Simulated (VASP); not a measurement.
# Hf3F (Pm-3m) in VASP: a series of runs

The runs below take Hf3F through single point, relaxation of cell and atoms, with PBE.

Everything below comes from runs of VASP 6.6.1. Logs are shortened: lines on timing, memory, paths and dates and some standing lists are left out, and cuts for length are marked.

**1. The cell of the first run**

The structure is cubic, space group Pm-3m (No. 221). The conventional cell has a = 4.076 Å, b = 4.076 Å, c = 4.076 Å, α = 90.00°, β = 90.00°, γ = 90.00°. Hf (site symmetry 4/mmm) has 8 Hf at 2.88 Å and 4 F at 2.88 Å within 3.8 Å. Within 3.8 Å of F (site symmetry m-3m) lie 12 Hf at 2.88 Å.

**2. Single point, PBE**

INCAR reads:

```
PREC = Accurate
ENCUT = 520
EDIFF = 1E-7
ISMEAR = 0
SIGMA = 0.1
LREAL = False
LASPH = True
NELM = 60
ALGO = Normal
ISIF = 2
LWAVE = False
LCHARG = False
GGA = PE
NBANDS = 26
```

KPOINTS reads:

```
Automatic mesh
0
Gamma
  4 4 4
```

POSCAR reads:

```
Hf3F
1.0
    4.0763184565      0.0000000000      0.0000000000
    0.0000000000      4.0763184565      0.0000000000
    0.0000000000      0.0000000000      4.0763184565
Hf F
3 1
Direct
    0.0000000000      0.5000000000      0.5000000000
    0.5000000000      0.0000000000      0.5000000000
    0.5000000000      0.5000000000      0.0000000000
    0.0000000000      0.0000000000      0.0000000000
```

Potentials or basis: VASP PAW PBE potentials, release 64 (Hf_pv, F).

Launch:

```
cat potpaw_PBE.64/Hf_pv/POTCAR potpaw_PBE.64/F/POTCAR > POTCAR
mpirun -np 1 vasp_std > vasp.out
```

OUTCAR:

```text
PREC = Accurate
   ENCUT = 520
   EDIFF = 1E-7
   ISMEAR = 0
   LREAL = False
   LASPH = True
   NELM = 60
   ISIF = 2
   GGA = PE

 ion  position               nearest neighbor table
   1  0.000  0.500  0.500-   2 2.88   3 2.88   4 2.88   3 2.88   4 2.88   2 2.88   4 2.88   4 2.88
                             2 2.88   3 2.88   3 2.88   2 2.88
   2  0.500  0.000  0.500-   1 2.88   3 2.88   4 2.88   3 2.88   4 2.88   1 2.88   3 2.88   3 2.88
                             1 2.88   4 2.88   4 2.88   1 2.88
   3  0.500  0.500  0.000-   1 2.88   2 2.88   4 2.88   1 2.88   2 2.88   2 2.88   4 2.88   2 2.88
                             1 2.88   4 2.88   1 2.88   4 2.88
   4  0.000  0.000  0.000-   1 2.88   2 2.88   3 2.88   1 2.88   2 2.88   1 2.88   3 2.88   1 2.88
                             2 2.88   3 2.88   2 2.88   3 2.88

  LATTYP: Found a simple cubic cell.
 ALAT       =     4.0763184565

  Lattice vectors:

 A1 = (   4.0763184565,   0.0000000000,   0.0000000000)
 A2 = (   0.0000000000,   4.0763184565,   0.0000000000)
 A3 = (   0.0000000000,   0.0000000000,   4.0763184565)

Analysis of symmetry for initial positions (statically):
=====================================================================
 Subroutine PRICEL returns:
 Original cell was already a primitive cell.

 Routine SETGRP: Setting up the symmetry group for a
 simple cubic supercell.

 Subroutine GETGRP returns: Found 48 space group operations
 (whereof 48 operations were pure point group operations)
 out of a pool of 48 trial point group operations.

The static configuration has the point symmetry O_h .

Analysis of symmetry for dynamics (positions and initial velocities):
=====================================================================
 Subroutine PRICEL returns:
 Original cell was already a primitive cell.

 Routine SETGRP: Setting up the symmetry group for a
 simple cubic supercell.

 Subroutine GETGRP returns: Found 48 space group operations
 (whereof 48 operations were pure point group operations)
 out of a pool of 48 trial point group operations.

The dynamic configuration has the point symmetry O_h .

 Subroutine INISYM returns: Found 48 space group operations
 (whereof 48 operations are pure point group operations),
 and found     1 'primitive' translations

----------------------------------------------------------------------------------------

                                     Primitive cell

  volume of cell :      67.7336

[... 76 lines left out ...]
   NELM   =     60;   NELMIN=  2; NELMDL= -5     # of ELM steps
   EDIFF  = 0.1E-06   stopping-criterion for ELM
   LREAL  =      F    real-space projection
   EDIFFG = 0.1E-05   stopping-criterion for IOM
   NSW    =      0    number of steps for IOM
   IBRION =     -1    ionic relax: 0-MD 1-quasi-New 2-CG
   NFREE  =      0    steps in history (QN), initial steepest desc. (CG)
   ISIF   =      2    stress and relaxation
   ISYM   =      2    0-nonsym 1-usesym 2-fastsym
   POTIM  = 0.5000    time-step for ionic-motion
   TEBEG  =    0.0;   TEEND  =   0.0 temperature during run
   PSTRESS=    0.0 pullay stress
   NELECT =      37.0000    total number of electrons
   NUPDOWN=      -1.0000    fix difference up-down
   EMIN   =  10.00;   EMAX   =-10.00  energy-range for DOS
   EFERMI =   0.00;   METHOD = LEGACY
   ISMEAR =     0;   SIGMA  =   0.10  broadening in eV -4-tet -1-fermi 0-gaus
   EFERMI_NEDOS =   21; number of points for ismear=-14 and -15
   IALGO  =     38    algorithm
   IMIX   =      4    mixing-type and parameters
     AMIX     =   0.40;   BMIX     =  1.00
     AMIX_MAG =   1.60;   BMIX_MAG =  1.00
  volume/ion in A,a.u.               =      16.93       114.27
  Fermi-wavevector in a.u.,A,eV,Ry     =   1.338260  2.528945 24.367231  1.790941
  Thomas-Fermi vector in A             =   2.466745
   LORBIT       =      0    0 simple, 1 ext, 2 COOP (PROOUT), +10 PAW based schemes
   GGA     = PE    functional components
   LHFCALC =     F    Hartree Fock is set to
   AEXX    =    0.0000 exact exchange contribution
   IVDW    =     0    specifies the selected vdW correction
   LEPSILON=     F    determine dielectric tensor
   LRPA    =     F    only Hartree local field effects (RPA)
 non-spin polarized calculation
 Gauss-broadening in eV      SIGMA  =   0.10
  energy-cutoff  :      520.00
  volume of cell :       67.73
 maximum number of plane-waves:      1856
   NGX = 15   NGY = 15   NGZ = 15

 number of electron      37.0000005 magnetization

 Free energy of the ion-electron system (eV)
  ---------------------------------------------------
  ext. energy  EPLUGINS =         0.00000000
  ---------------------------------------------------
  free energy    TOTEN  =       -30.82344642 eV

  energy without entropy =      -30.80600228  energy(sigma->0) =      -30.81472435

 E-fermi :   5.4227     XC(G=0): -11.7029

 val. band max:        5.3847514551   @ k =   0.5000   0.0000   0.0000
 cond. band min:       5.4238155196   @ k =   0.5000   0.2500   0.0000
 fundamental gap:      0.0390640645
 Fermi energy:         5.4227108599

 k-point     1 :       0.0000    0.0000    0.0000
  band No.  band energies     occupation
      1     -25.3942      2.00000
      2     -25.3942      2.00000
      3     -25.3942      2.00000
      4     -24.6698      2.00000
      5     -24.6698      2.00000
      6     -24.6698      2.00000
[... 279 lines left out ...]
     25       9.6859      0.00000
     26       9.6859      0.00000

------------------------ aborting loop because EDIFF is reached ----------------------------------------

  FORCE on cell =-STRESS in cart. coord.  units (eV):
  Direction    XX          YY          ZZ          XY          YZ          ZX
  --------------------------------------------------------------------------------------
  -------------------------------------------------------------------------------------
  Total        7.6412428      7.6412428      7.6412428     -0.0000000     -0.0000000      0.0000000
  in kB      180.7466550    180.7466550    180.7466550     -0.0000000     -0.0000000      0.0000000
  external PRESSURE =     180.7466550 kB  Pullay stress =       0.0000000 kB

 VOLUME and BASIS-vectors are now :
 -----------------------------------------------------------------------------
  energy-cutoff  :      520.00
  volume of cell :       67.73
      direct lattice vectors                 reciprocal lattice vectors
     4.076318457  0.000000000  0.000000000     0.245319401  0.000000000  0.000000000
     0.000000000  4.076318457  0.000000000     0.000000000  0.245319401  0.000000000
     0.000000000  0.000000000  4.076318457     0.000000000  0.000000000  0.245319401

 POSITION                                       TOTAL-FORCE (eV/Angst)
 -----------------------------------------------------------------------------------
      0.00000      2.03816      2.03816         0.000000      0.000000      0.000000
      2.03816      0.00000      2.03816         0.000000      0.000000      0.000000
      2.03816      2.03816      0.00000         0.000000      0.000000      0.000000
      0.00000      0.00000      0.00000         0.000000      0.000000      0.000000
 -----------------------------------------------------------------------------------
    total drift:                                0.000000      0.000000     -0.000000

  FREE ENERGIE OF THE ION-ELECTRON SYSTEM (eV)
  ---------------------------------------------------
  free  energy   TOTEN  =       -30.8234464184 eV

  energy  without entropy=      -30.8060022841  energy(sigma->0) =      -30.81472435
```

stdout:

```text
POSCAR found type information on POSCAR HfF
 POSCAR found :  2 types and       4 ions
 scaLAPACK will be used
 LDA part: xc-table for (Slater+PW92), standard interpolation
 POSCAR, INCAR and KPOINTS ok, starting setup
 FFT: planning ... GRIDC
 FFT: planning ... GRID_SOFT
 FFT: planning ... GRID
 WAVECAR not read
 entering main loop
```

Wall time 30 s (1 thread of Intel Xeon 8259CL, shared host); peak memory 0.17 GiB.

What came out:

* Free energy: -30.8234 eV
* Pressure: 18.1 GPa

Caveat: the k points lie up to 0.39 Å⁻¹ apart; spin-orbit coupling is left out, which moves the levels of the heavy elements; an odd number of electrons without spin polarisation forces a metal; a magnetic or distorted state may lie lower.

**3. Single point, PBE**

This run uses another cell than the first one, of 20.01 Å³/atom, 1.181 times its volume.

INCAR reads:

```
SYSTEM = Hf3F
ALGO     = Normal         ! electronic algorithm
EDIFF    = 1E-6           ! SCF threshold, eV
ENCUT    = 520            ! plane-wave cutoff, eV
GGA      = PE             ! functional
ISIF     = 2              ! what is computed and relaxed
ISMEAR   = 0              ! smearing method
LASPH    = .True.         ! aspherical terms in the spheres
LCHARG   = .False.        ! write CHGCAR
LREAL    = .False.        ! projectors in reciprocal space
LWAVE    = .False.        ! write WAVECAR
NBANDS   = 26             ! bands
NELM     = 100            ! most SCF steps
PREC     = Accurate       ! precision mode
SIGMA    = 0.1            ! smearing width, eV
```

KPOINTS reads:

```
k-points
0
Gamma
  4 4 4
  0 0 0
```

POSCAR reads:

```
Hf3F
1.0
    4.3092786106      0.0000000000      0.0000000000
    0.0000000000      4.3092786106      0.0000000000
    0.0000000000      0.0000000000      4.3092786106
Hf F
3 1
Direct
    0.0000000000      0.5000000000      0.5000000000
    0.5000000000      0.0000000000      0.5000000000
    0.5000000000      0.5000000000      0.0000000000
    0.0000000000      0.0000000000      0.0000000000
```

Potentials or basis: VASP PAW PBE potentials, release 64 (Hf_pv, F).

Launch:

```
cat potpaw_PBE.64/Hf_pv/POTCAR potpaw_PBE.64/F/POTCAR > POTCAR
mpirun -np 1 vasp_std > vasp.out
```

Wall time 27 s (1 thread of Intel Xeon 8259CL, shared host); peak memory 0.18 GiB.

The run converged. Its results:

| Item | Value |
| --- | --- |
| Free energy | -31.4359 eV |
| Pressure | -0.4 GPa |

Levels at points of the mesh, in eV from the Fermi level:
```csv
k point,band 15,band 16,band 17,band 18,band 19,band 20,band 21,band 22
"(0.00, 0.00, 0.00)",-2.56,-1.95,-1.95,-1.44,-1.44,-1.44,3.31,3.31
"(0.50, 0.00, 0.00)",-2.17,-0.94,-0.88,0.03,0.64,0.64,0.90,0.90
"(0.50, 0.50, 0.00)",-1.48,-1.48,-0.29,0.29,0.55,0.55,1.14,1.14
"(0.50, 0.50, 0.50)",-2.89,-2.89,-1.26,1.07,1.07,1.07,1.24,2.91
```

Caveat: the k points lie up to 0.36 Å⁻¹ apart; spin-orbit coupling is left out, which moves the levels of the heavy elements; an odd number of electrons without spin polarisation forces a metal; a magnetic or distorted state may lie lower.

**4. Relaxation of cell and atoms, PBE**

INCAR reads:

```
  PREC = Accurate
  ENCUT = 600
  EDIFF = 1E-6
  ISMEAR = 0
  SIGMA = 0.1
  LREAL = False
  LASPH = True
  NELM = 80
  ALGO = Normal
  ISIF = 3
  LWAVE = False
  LCHARG = False
  GGA = PE
  IBRION = 2
  NSW = 90
  EDIFFG = -0.04
```

KPOINTS reads:

```
regular mesh
0
Gamma
  4 4 4
```

POSCAR reads:

```
Hf3F
1.0
    4.0763184565      0.0000000000      0.0000000000
    0.0000000000      4.0763184565      0.0000000000
    0.0000000000      0.0000000000      4.0763184565
Hf F
3 1
Direct
    0.0000000000      0.5000000000      0.5000000000
    0.5000000000      0.0000000000      0.5000000000
    0.5000000000      0.5000000000      0.0000000000
    0.0000000000      0.0000000000      0.0000000000
```

Launch:

```
cat potpaw_PBE.64/Hf_pv/POTCAR potpaw_PBE.64/F/POTCAR > POTCAR
mpirun -np 1 vasp_std > vasp.out
```

It took 2 min on 1 thread of Intel Xeon 8259CL, shared host; peak memory 0.22 GiB.

Results (log left out):

| Property | Result |
| --- | --- |
| Free energy | -31.4302 eV |
| Relaxed volume | 19.94 Å³/atom |
| Relaxed cell | a = 4.304 Å, b = 4.304 Å, c = 4.304 Å, α = 90.00°, β = 90.00°, γ = 90.00° |
| Space group after relaxing (to 0.05 Å) | Pm-3m (No. 221) |
| Energy gained by relaxing | 151.2 meV/atom |
| Ionic steps | 3 |
| Pressure after relaxing | 0.0 GPa |

Step by step:
```csv
step,energy change (eV),largest force (eV/Å),pressure (GPa),volume (Å³)
1,0.0000,0.0000,18.07,67.73
2,-0.3920,0.0000,-7.36,88.23
3,-0.6047,0.0000,-0.04,79.76
```

Final structure:
```yaml
crystal:
  lattice:
    - [4.30449, 0.00000, 0.00000]
    - [0.00000, 4.30449, 0.00000]
    - [0.00000, 0.00000, 4.30449]
  atoms:
    - { symbol: Hf, position: [0.00000, 0.50000, 0.50000] }
    - { symbol: Hf, position: [0.50000, 0.00000, 0.50000] }
    - { symbol: Hf, position: [0.50000, 0.50000, 0.00000] }
    - { symbol: F, position: [0.00000, 0.00000, 0.00000] }
```

Levels at points of the mesh, in eV from the Fermi level:
```
           k point  band 15  band 16  band 17  band 18  band 19  band 20  band 21  band 22
(0.00, 0.00, 0.00)    -2.57    -1.96    -1.96    -1.44    -1.44    -1.44     3.32     3.32
(0.50, 0.00, 0.00)    -2.16    -0.94    -0.88     0.03     0.64     0.64     0.91     0.91
(0.50, 0.50, 0.00)    -1.48    -1.48    -0.28     0.29     0.55     0.55     1.14     1.14
(0.50, 0.50, 0.50)    -2.89    -2.89    -1.27     1.07     1.07     1.07     1.25     2.92
```

Caveat: the k points lie up to 0.36 Å⁻¹ apart in the final cell; the volume moved by over 15 % at a fixed basis, so the end points are rough; spin-orbit coupling is left out, which moves the levels of the heavy elements; an odd number of electrons without spin polarisation forces a metal; a magnetic or distorted state may lie lower.

**5. Single point, PBE**

This run uses another cell than the first one, of 20.08 Å³/atom, 1.186 times its volume.

INCAR reads:

```
  ALGO = Normal
  EDIFF = 1E-6
  ENCUT = 520
  GGA = PE
  ISIF = 2
  ISMEAR = 0
  LASPH = T
  LCHARG = T
  LELF = T
  LREAL = F
  LVHAR = T
  LWAVE = F
  NBANDS = 26
  NELM = 100
  PREC = Accurate
  SIGMA = 0.1
```

KPOINTS reads:

```
k-points
0
Gamma
  12 12 12
```

POSCAR reads:

```
Hf3F
1.0
    4.3149134528      0.0000000000      0.0000000000
    0.0000000000      4.3149134528      0.0000000000
    0.0000000000      0.0000000000      4.3149134528
Hf F
3 1
Direct
    0.0000000000      0.5000000000      0.5000000000
    0.5000000000      0.0000000000      0.5000000000
    0.5000000000      0.5000000000      0.0000000000
    0.0000000000      0.0000000000      0.0000000000
```

Launch:

```
cat potpaw_PBE.64/Hf_pv/POTCAR potpaw_PBE.64/F/POTCAR > POTCAR
mpirun -np 1 vasp_std > vasp.out
```

Run time: 3.4 min. Hardware: 1 thread of Intel Xeon 8259CL, shared host; peak memory 0.28 GiB.

The run converged. Its results:

```yaml
Free_energy: -31.4016 eV
Pressure: -0.4 GPa
```

Levels at points of the mesh, in eV from the Fermi level:
| k point | band 15 | band 16 | band 17 | band 18 | band 19 | band 20 | band 21 | band 22 |
| --- | --- | --- | --- | --- | --- | --- | --- | --- |
| (0.00, 0.00, 0.00) | -2.59 | -1.96 | -1.96 | -1.47 | -1.47 | -1.47 | 3.26 | 3.26 |
| (0.50, 0.00, 0.00) | -2.20 | -0.97 | -0.90 | 0.01 | 0.60 | 0.60 | 0.85 | 0.85 |
| (0.50, 0.50, 0.00) | -1.52 | -1.52 | -0.33 | 0.26 | 0.52 | 0.52 | 1.09 | 1.09 |
| (0.50, 0.50, 0.50) | -2.92 | -2.92 | -1.28 | 1.03 | 1.03 | 1.03 | 1.16 | 2.86 |

Caveat: spin-orbit coupling is left out, which moves the levels of the heavy elements; an odd number of electrons without spin polarisation forces a metal; a magnetic or distorted state may lie lower.

[end of part 1 of 2]
